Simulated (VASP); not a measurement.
# Al12H in VASP: further runs

The runs below take Al12H through single point, with PBE+D3(BJ).

All numbers are computed with VASP 6.6.1; they aren't measurements. Logs are shortened: lines on timing, memory, paths and dates and some standing lists are left out, and cuts for length are marked.

## 1. The cell of the first run

The cell holds a slab with vacuum, 13 atoms: a = 5.631 Å, b = 5.631 Å, c = 21.568 Å, α = 90.00°, β = 90.00°, γ = 120.00°.

## 2. Single point, PBE+D3(BJ)

Contents of INCAR:

```
PREC = Accurate ; ENCUT = 520
EDIFF = 1E-6 ; ISMEAR = 0
SIGMA = 0.1 ; LREAL = False
LASPH = True ; NELM = 60
ALGO = Normal ; ISIF = 2
LWAVE = False ; LCHARG = True
LDIPOL = True ; IDIPOL = 3
DIPOL = 0.5 0.5 0.307 ; GGA = PE
IVDW = 12 ; LELF = True
LVHAR = True ; LVACPOTAV = True
NBANDS = 30
```

Contents of KPOINTS:

```
Automatic mesh
0
Gamma
  6 6 1
```

Contents of POSCAR:

```
Al12H
1.0
    5.6314608525      0.0000000000      0.0000000000
   -2.8157304263      4.8769881587      0.0000000000
    0.0000000000      0.0000000000     21.5684292007
Al H
12 1
Direct
    0.3333333333      0.1666666667      0.1854562501
    0.3333333333      0.6666666667      0.1854562501
    0.8333333333      0.1666666667      0.1854562501
    0.8333333333      0.6666666667      0.1854562501
    0.1666666667      0.3333333333      0.2913950739
    0.1666666667      0.8333333333      0.2913950739
    0.6666666667      0.3333333333      0.2913950739
    0.6666666667      0.8333333333      0.2913950739
    0.0000000000      0.0000000000      0.3972671872
    0.0000000000      0.5000000000      0.3972671872
    0.5000000000      0.0000000000      0.3972671872
    0.5000000000      0.5000000000      0.3972671872
    0.0000000000      0.2500000000      0.4992681247
```

Potentials or basis: VASP PAW PBE potentials, release 64 (Al, H).

Launch:

```sh
$ cat potpaw_PBE.64/Al/POTCAR potpaw_PBE.64/H/POTCAR > POTCAR
$ mpirun -np 1 vasp_std > vasp.out
```

OUTCAR:

```text
PREC = Accurate
   ENCUT = 520
   EDIFF = 1E-6
   ISMEAR = 0
   LREAL = False
   LASPH = True
   NELM = 60
   ISIF = 2
   GGA = PE
   IVDW = 12
 IVDW          = 12

 ion  position               nearest neighbor table
   1  0.333  0.167  0.185-   5 2.80   7 2.80   6 2.80   4 2.82   4 2.82   3 2.82   3 2.82   2 2.82
                             2 2.82
   2  0.333  0.667  0.185-   6 2.80   8 2.80   5 2.80   3 2.82   3 2.82   4 2.82   4 2.82   1 2.82
                             1 2.82
   3  0.833  0.167  0.185-   7 2.80   5 2.80   8 2.80   2 2.82   2 2.82   1 2.82   1 2.82   4 2.82
                             4 2.82
   4  0.833  0.667  0.185-   8 2.80   6 2.80   7 2.80   1 2.82   1 2.82   2 2.82   2 2.82   3 2.82
                             3 2.82
   5  0.167  0.333  0.291-  12 2.80   9 2.80  10 2.80   1 2.80   3 2.80   2 2.80   8 2.82   8 2.82
                             7 2.82   7 2.82   6 2.82   6 2.82
   6  0.167  0.833  0.291-  11 2.80  10 2.80   9 2.80   2 2.80   4 2.80   1 2.80   7 2.82   7 2.82
                             8 2.82   8 2.82   5 2.82   5 2.82
   7  0.667  0.333  0.291-  10 2.80  11 2.80  12 2.80   3 2.80   1 2.80   4 2.80   6 2.82   6 2.82
                             5 2.82   5 2.82   8 2.82   8 2.82
   8  0.667  0.833  0.291-   9 2.80  12 2.80  11 2.80   4 2.80   2 2.80   3 2.80   5 2.82   5 2.82
                             6 2.82   6 2.82   7 2.82   7 2.82
   9  0.000  0.000  0.397-   8 2.80   5 2.80   6 2.80  12 2.82  12 2.82  11 2.82  11 2.82  10 2.82
                            10 2.82
  10  0.000  0.500  0.397-   7 2.80   6 2.80   5 2.80  11 2.82  11 2.82  12 2.82  12 2.82   9 2.82
                             9 2.82
  11  0.500  0.000  0.397-   6 2.80   7 2.80   8 2.80  10 2.82  10 2.82   9 2.82   9 2.82  12 2.82
                            12 2.82
  12  0.500  0.500  0.397-   5 2.80   8 2.80   7 2.80   9 2.82   9 2.82  10 2.82  10 2.82  11 2.82
                            11 2.82
  13  0.000  0.250  0.499-

  LATTYP: Found a hexagonal cell.
 ALAT       =     5.6314608525
 C/A-ratio  =     3.8299883042

  Lattice vectors:

 A1 = (   5.6314608525,   0.0000000000,   0.0000000000)
 A2 = (  -2.8157304263,   4.8769881587,   0.0000000000)
 A3 = (   0.0000000000,   0.0000000000,  21.5684292007)

Analysis of symmetry for initial positions (statically):
=====================================================================
 Subroutine PRICEL returns:
 Original cell was already a primitive cell.

 Routine SETGRP: Setting up the symmetry group for a
 hexagonal supercell.

 Subroutine GETGRP returns: Found  2 space group operations
 (whereof  1 operations were pure point group operations)
 out of a pool of 24 trial point group operations.

The static configuration has the point symmetry C_1 .
 The point group associated with its full space group is C_1h.

Analysis of symmetry for dynamics (positions and initial velocities):
[... 148 lines left out ...]
   LHFCALC =     F    Hartree Fock is set to
   AEXX    =    0.0000 exact exchange contribution
   IVDW    =    12    specifies the selected vdW correction
   LEPSILON=     F    determine dielectric tensor
   LRPA    =     F    only Hartree local field effects (RPA)
 non-spin polarized calculation
 Gauss-broadening in eV      SIGMA  =   0.10
  energy-cutoff  :      520.00
  volume of cell :      592.37
 maximum number of plane-waves:     16008
 NGX is ok and might be reduce to    42
   NGX = 21   NGY = 21   NGZ = 81

 dipolmoment           0.000000      0.000000     -0.118643 electrons x Angstroem

 number of electron      37.0000000 magnetization

 dipolmoment           0.000000      0.000000      0.190034 electrons x Angstroem

 Free energy of the ion-electron system (eV)
  ---------------------------------------------------
  ext. energy  EPLUGINS =         0.00000000
  ---------------------------------------------------
  free energy    TOTEN  =       -44.00160120 eV

  energy without entropy =      -43.96786693  energy(sigma->0) =      -43.98473406

 E-fermi :  -0.2877     XC(G=0):  -4.3068

 val. band max:       -0.3143468032   @ k =   0.0000   0.5000   0.0000
 cond. band min:      -0.2744799663   @ k =   0.0000   0.0000   0.0000
 fundamental gap:      0.0398668370
 Fermi energy:        -0.2876759487

 k-point     1 :       0.0000    0.0000    0.0000
  band No.  band energies     occupation
      1     -11.1547      2.00000
      2      -9.4039      2.00000
      3      -6.6663      2.00000
      4      -5.1539      2.00000
      5      -5.1432      2.00000
      6      -5.1278      2.00000
[... 418 lines left out ...]
     29       3.1755      0.00000
     30       3.1841      0.00000

------------------------ aborting loop because EDIFF is reached ----------------------------------------

 Edisp (eV)   -2.93654

 E8    (eV) :    -1.3611

  FORCE on cell =-STRESS in cart. coord.  units (eV):
  Direction    XX          YY          ZZ          XY          YZ          ZX
  --------------------------------------------------------------------------------------
  -------------------------------------------------------------------------------------
  Total      -2.89397    -3.22672    -1.25294     0.28817    -0.06133    -0.10623
  in kB      -7.82733    -8.72731    -3.38883     0.77941    -0.16588    -0.28732
  external pressure =       -6.65 kB  Pullay stress =        0.00 kB

 VOLUME and BASIS-vectors are now :
 -----------------------------------------------------------------------------
  energy-cutoff  :      520.00
  volume of cell :      592.37
      direct lattice vectors                 reciprocal lattice vectors
     5.631460853  0.000000000  0.000000000     0.177573817  0.102522291  0.000000000
    -2.815730426  4.876988159  0.000000000     0.000000000  0.205044582  0.000000000
     0.000000000  0.000000000 21.568429201     0.000000000  0.000000000  0.046364063

 POSITION                                       TOTAL-FORCE (eV/Angst)
 -----------------------------------------------------------------------------------
      1.40787      0.81283      4.00000         0.111418     -0.001669     -0.116085
     -0.00000      3.25133      4.00000         0.054264      0.097325     -0.116085
      4.22360      0.81283      4.00000        -0.102013     -0.058897     -0.021140
      2.81573      3.25133      4.00000        -0.072981     -0.042136     -0.159134
      0.00000      1.62566      6.28493         0.003452      0.001993      0.201753
     -1.40787      4.06416      6.28493         0.019863      0.011468     -0.117979
      2.81573      1.62566      6.28493        -0.024661      0.060219     -0.042118
      1.40787      4.06416      6.28493         0.039820     -0.051466     -0.042118
      0.00000      0.00000      8.56843        -0.061708      0.222526      0.834624
     -1.40787      2.43849      8.56843         0.161859     -0.164703      0.834624
      2.81573      0.00000      8.56843        -0.129039     -0.074501      0.052147
      1.40787      2.43849      8.56843         0.027413      0.015827      0.102581
     -0.70393      1.21925     10.76843        -0.027687     -0.015985     -1.411069
 -----------------------------------------------------------------------------------
    total drift:                                0.000045      0.000026     -0.000208

  FREE ENERGIE OF THE ION-ELECTRON SYSTEM (eV)
  ---------------------------------------------------
  free  energy   TOTEN  =       -46.9381405539 eV

  energy  without entropy=      -46.9044062831  energy(sigma->0) =      -46.92127342

 vacuum level on the upper side and lower side of the slab         4.910         3.658
```

OSZICAR:

```text
N       E                     dE             d eps       ncg     rms          rms(c)
DAV:   1     0.126900746105E+03    0.12690E+03   -0.10913E+04   780   0.853E+02
DAV:   2    -0.375235210843E+02   -0.16442E+03   -0.15841E+03  1072   0.151E+02
DAV:   3    -0.458252504309E+02   -0.83017E+01   -0.80910E+01   950   0.341E+01
DAV:   4    -0.461992108360E+02   -0.37396E+00   -0.37343E+00  1286   0.855E+00
[... 16 lines left out ...]
DAV:  21    -0.440015808311E+02   -0.48681E-04   -0.54809E-06   754   0.508E-03    0.192E-03
DAV:  22    -0.440015932602E+02   -0.12429E-04   -0.96952E-07   790   0.294E-03    0.536E-04
DAV:  23    -0.440015979211E+02   -0.46609E-05   -0.29597E-07   744   0.182E-03    0.716E-04
DAV:  24    -0.440016002047E+02   -0.22836E-05   -0.11196E-07   744   0.122E-03    0.429E-04
DAV:  25    -0.440016011967E+02   -0.99200E-06   -0.52895E-08   732   0.955E-04
   1 F= -.46938141E+02 E0= -.46921273E+02  d E =-.337343E-01
```

Wall time 5.3 min (1 thread of Intel Xeon 6975P-C (Granite Rapids), shared host); peak memory 0.67 GiB.

What came out:

```
Free energy                : -46.9381 eV
Largest force              : 1.411 eV/Å
Dispersion energy per atom : -0.226 eV
```

Forces in eV/Å, atoms in the order of the input:
```
Al   0.111 -0.002 -0.116
Al   0.054  0.097 -0.116
Al  -0.102 -0.059 -0.021
Al  -0.073 -0.042 -0.159
Al   0.003  0.002  0.202
Al   0.020  0.011 -0.118
Al  -0.025  0.060 -0.042
Al   0.040 -0.051 -0.042
Al  -0.062  0.223  0.835
Al   0.162 -0.165  0.835
Al  -0.129 -0.075  0.052
Al   0.027  0.016  0.103
H   -0.028 -0.016 -1.411
```

## 3. Single point, PBE+D3(BJ)

Contents of INCAR:

```
PREC     = Accurate       # precision mode
ENCUT    = 520            # plane-wave cutoff, eV
EDIFF    = 1E-6           # SCF threshold, eV
ISMEAR   = 0              # smearing method
SIGMA    = 0.1            # smearing width, eV
LREAL    = F              # projectors in reciprocal space
LASPH    = T              # aspherical terms in the spheres
NELM     = 100            # most SCF steps
ALGO     = Normal         # electronic algorithm
ISIF     = 2              # what is computed and relaxed
LWAVE    = F              # write WAVECAR
LCHARG   = T              # write CHGCAR
LDIPOL   = T            
IDIPOL   = 3            
DIPOL    = 0.5 0.5 0.307
GGA      = PE             # functional
IVDW     = 12             # dispersion correction
LELF     = T              # ELF
LVHAR    = T            
LVACPOTAV= T            
NBANDS   = 30             # bands
```

Contents of KPOINTS:

```
regular mesh
0
Gamma
  6 6 1
```

POSCAR: that of step 2 with these lines changed.

```diff
@@ -20,2 +20,2 @@
     0.5000000000      0.5000000000      0.3972671872
-    0.0000000000      0.2500000000      0.4992681247
+    0.0833333333      0.1666666667      0.4992681247
```

Potentials or basis: VASP PAW PBE potentials, release 64 (Al, H).

Launch:

```sh
$ cat potpaw_PBE.64/Al/POTCAR potpaw_PBE.64/H/POTCAR > POTCAR
$ mpirun -np 1 vasp_std > vasp.out
```

Run time: 5.5 min. Hardware: 1 thread of Intel Xeon 6975P-C (Granite Rapids), shared host; peak memory 0.66 GiB.

Results (log left out):

```
Free energy                : -47.0552 eV
Largest force              : 1.752 eV/Å
Dispersion energy per atom : -0.226 eV
```

Forces in eV/Å, atoms in the order of the input:
```
Al   0.112 -0.015 -0.087
Al   0.000  0.103 -0.080
Al  -0.112 -0.015 -0.087
Al   0.000 -0.064 -0.146
Al   0.000  0.101  0.182
Al   0.082 -0.087 -0.040
Al   0.000  0.101 -0.091
Al  -0.082 -0.087 -0.040
Al   0.000  0.365  1.713
Al  -0.007 -0.006  0.135
Al   0.000 -0.025 -0.018
Al   0.007 -0.006  0.135
H    0.000 -0.366 -1.576
```

Levels at points of the mesh, in eV from the Fermi level:
```
           k point  band 16  band 17  band 18  band 19  band 20  band 21  band 22  band 23
(0.00, 0.00, 0.00)    -2.79    -1.24    -0.38    -0.37    -0.30    -0.14    -0.14     0.05
(0.50, 0.00, 0.00)    -0.54    -0.39    -0.18    -0.04     0.96     0.99     1.30     1.40
(0.00, 0.50, 0.00)    -0.54    -0.33    -0.19    -0.13     0.96     0.97     1.30     1.40
```

## 4. Single point, PBE+D3(BJ)

Contents of INCAR:

```
PREC = Accurate ; ENCUT = 520
EDIFF = 1E-6 ; ISMEAR = 0
SIGMA = 0.1 ; LREAL = F
LASPH = T ; NELM = 60
ALGO = Normal ; ISIF = 2
LWAVE = F ; LCHARG = F
LDIPOL = T ; IDIPOL = 3
DIPOL = 0.5 0.5 0.307 ; GGA = PE
IVDW = 12 ; NBANDS = 30
```

Contents of KPOINTS:

```
Automatic mesh
0
Gamma
  6 6 1
```

POSCAR: that of step 3 with these lines changed.

```diff
@@ -20,2 +20,2 @@
     0.5000000000      0.5000000000      0.3972671872
-    0.0833333333      0.1666666667      0.4992681247
+    0.1666666667      0.0833333333      0.4992681247
```

Launch:

```sh
$ cat potpaw_PBE.64/Al/POTCAR potpaw_PBE.64/H/POTCAR > POTCAR
$ mpirun -np 1 vasp_std > vasp.out
```

It took 5.1 min on 1 thread of Intel Xeon 6975P-C (Granite Rapids), shared host; peak memory 0.66 GiB.

The run converged. Its results:

```yaml
Free_energy: -47.0650 eV
Largest_force: 1.713 eV/Å
Dispersion_energy_per_atom: -0.226 eV
```

Forces on the atoms (eV/Å):
```
Al   0.059  0.034 -0.040
Al   0.013  0.007 -0.095
Al  -0.068  0.053 -0.145
Al   0.012 -0.086 -0.145
Al   0.000  0.076  0.090
Al   0.066 -0.038  0.090
Al   0.034  0.020 -0.060
Al  -0.111 -0.064 -0.078
Al   0.244  0.141  1.689
Al  -0.051 -0.030  0.035
Al   0.070 -0.014  0.123
Al   0.023  0.068  0.123
H   -0.290 -0.168 -1.587
```

Levels at points of the mesh, in eV from the Fermi level:
```tsv
k point	band 14	band 15	band 16	band 17	band 18	band 19	band 20	band 21	band 22	band 23
(0.00, 0.00, 0.00)	-2.85	-2.79	-2.79	-1.25	-0.38	-0.37	-0.25	-0.15	-0.14	0.02
(0.50, 0.00, 0.00)	-1.72	-0.57	-0.54	-0.46	-0.19	0.02	0.96	1.02	1.30	1.39
(0.00, 0.50, 0.00)	-1.73	-0.57	-0.54	-0.36	-0.19	-0.06	0.96	0.98	1.30	1.39
```
